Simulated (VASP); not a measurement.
Input of a VASP 6.6.1 run:

Contents of INCAR:

```
SYSTEM = As
  ALGO = Normal
  EDIFF = 1E-6
  ENCUT = 520
  GGA = PE
  ISIF = 2
  ISMEAR = -1
  LASPH = .True.
  LCHARG = .True.
  LELF = .True.
  LREAL = .False.
  LVHAR = .True.
  LWAVE = .False.
  NBANDS = 8
  NELM = 60
  PREC = Accurate
  SIGMA = 0.05
```

KPOINTS

```
k-points
0
Gamma
  10 10 10
  0 0 0
```

Contents of POSCAR:

```
As
1.0
    2.7215874433      0.0000000000      0.0000000000
    0.0000000000      2.7215874433      0.0000000000
    0.0000000000      0.0000000000      2.7215874433
As
1
Direct
    0.5000000000      0.5000000000      0.5000000000
```

Potentials or basis: VASP PAW PBE potentials, release 64 (As).

The run is started by

```sh
$ cat potpaw_PBE.64/As/POTCAR > POTCAR
$ mpirun -np 1 vasp_std > vasp.out
```

**Question.** Predict the pressure.

**Answer.** 0.6 GPa.
